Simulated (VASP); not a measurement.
Write the native input for VASP 6.6.1 that does the following.

```
Task                   : relaxation of cell and atoms
Functional             : LDA
Potentials or basis    : VASP PAW LDA potentials, release 64 (Fe)
Cutoff                 : 600 eV
k mesh                 : 11 × 11 × 11
Occupations            : fermi-dirac, width 0.1 eV
Spin                   : no spin polarisation
Dipole correction      : no
Further INCAR settings : ALGO = Normal; EDIFF = 1e-07; IBRION = 2; EDIFFG = -0.01; NSW = 80; ISIF = 3
```

The structure of Fe lies in POSCAR:

```
Fe
1.0
    0.0000000000      2.5145090540      2.5145090540
    2.5145090540      0.0000000000      2.5145090540
    2.5145090540      2.5145090540      0.0000000000
Fe
2
Direct
    0.1250000000      0.1250000000      0.1250000000
    0.8750000000      0.8750000000      0.8750000000
```

The input as run:

INCAR

```
SYSTEM = Fe
ALGO = Normal ; EDIFF = 1E-7
EDIFFG = -0.01 ; ENCUT = 600
IBRION = 2 ; ISIF = 3
ISMEAR = -1 ; LASPH = .TRUE.
LCHARG = .FALSE. ; LREAL = .FALSE.
LWAVE = .FALSE. ; NELM = 100
NSW = 80 ; PREC = Accurate
SIGMA = 0.1
```

KPOINTS

```
k-points
0
G
  11 11 11
  0 0 0
```

Potentials or basis: VASP PAW LDA potentials, release 64 (Fe).

Run with:

```console
$ cat potpaw_LDA.64/Fe/POTCAR > POTCAR
$ mpirun -np 1 vasp_std > vasp.out
```

It gave:

The relaxed volume is 13.29 Å³/atom, the relaxed cell is a = 3.349 Å, b = 3.349 Å, c = 3.349 Å, α = 60.00°, β = 60.00°, γ = 60.00° and the space group after relaxing (to 0.05 Å) is Fd-3m (No. 227). The energy gained by relaxing is 215.1 meV/atom. The ionic steps are 7. The pressure after relaxing is 0.0 GPa and the band gap on the k mesh is zero (band 8 reaches 4.43 eV, above the bottom of band 9 at 3.68 eV).

Caveat: the volume moved by over 15 % at a fixed basis, so the end points are rough; the run has no spin polarisation, though such a crystal can be magnetic.

It took 40 s on 1 thread of Intel(R) Xeon(R) 6975P-C (Granite Rapids), on a shared host, peak memory 0.16 GiB.
